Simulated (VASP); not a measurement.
Crystal: NaF.

```
CELL_PARAMETERS angstrom
3.17755 0.00000 0.00000
-1.58878 2.75184 0.00000
0.00000 0.00000 5.56763
ATOMIC_POSITIONS crystal
Na 0.00000 0.00000 0.00000
Na 0.00000 0.00000 0.50000
F 0.33333 0.66667 0.25000
F 0.66667 0.33333 0.75000
```

Program: VASP 6.6.1. Alike in all runs: task single point; no spin polarisation; cell as given; k mesh 6 × 6 × 2; cutoff (eV) 520; smearing gaussian 0.01 eV.

Problem. Order these runs on this cell by their band gap on the k mesh, lowest first.
A. level LDA; potentials or basis VASP PAW LDA potentials, release 64 (Na_pv, F)
B. level PBE; potentials or basis VASP PAW PBE potentials, release 64 (Na_pv, F)
C. level r2SCAN; potentials or basis VASP PAW PBE potentials, release 64 (Na_pv, F)

Solution. A (5.99 eV), B (6.34 eV), C (7.22 eV).

Caveats: all runs use coarse meshes.
